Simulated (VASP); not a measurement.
**Mo: single point with PBEsol**

Mo:

```
Mo
1.0
     2.83125    0.00000    0.00000
    -1.41563    2.36902    0.00000
     0.00000    0.00000    2.55518
Mo
1
Direct
  0.00000 0.00000 0.50000
```

This cell differs from its parent crystal: strain +0.0350 x Voigt [1, 0, 0, 0, 0, 0].

* Program: VASP 6.6.1
* Task: single point
* Functional: PBEsol
* Potentials or basis: VASP PAW PBE potentials, release 64 (Mo_sv)
* Cutoff: 520 eV
* k mesh: 18 × 18 × 18
* Occupations: gaussian, width 0.15 eV
* Spin: no spin polarisation
* Dipole correction: no
* Further INCAR settings: ALGO = Fast; EDIFF = 1e-06; NBANDS = 13

- Pressure: -10.0 GPa
- Band gap on the k mesh: zero (band 7 reaches 12.02 eV, above the bottom of band 8 at 10.13 eV)

Stress tensor (GPa, compression positive):
```
 -7.43   0.00   0.00
  0.00 -11.21   0.00
  0.00   0.00 -11.49
```

Levels at points of the mesh, in eV from the Fermi level:
```csv
k point,band 4,band 5,band 6,band 7,band 8,band 9,band 10,band 11
"(0.00, 0.00, 0.00)",-34.15,-6.67,-4.13,-1.19,-0.48,3.96,4.08,12.89
"(0.50, 0.00, 0.00)",-34.03,-4.66,-3.14,0.80,1.21,3.49,4.06,9.44
"(0.00, 0.50, 0.00)",-34.01,-4.72,-3.02,1.15,1.18,3.27,4.24,9.89
"(0.00, 0.00, 0.50)",-34.12,-3.52,-0.32,0.16,0.34,0.54,0.73,10.03
"(0.50, 0.00, 0.50)",-34.38,-5.09,-3.10,-0.41,4.41,5.89,6.31,6.83
"(0.00, 0.50, 0.50)",-34.49,-5.07,-3.11,-0.79,4.61,5.98,6.51,7.27
```

Run time: 110 s on 1 thread of Intel(R) Xeon(R) Platinum 8259CL CPU @ 2.50GHz (Skylake/Cascade Lake), with other jobs on the host, peak memory 0.29 GiB.

Caveat: the cell differs from its parent crystal (strain +0.0350 x Voigt [1, 0, 0, 0, 0, 0]); the PAW data sets were made with another functional, which shifts forces and pressure a little.
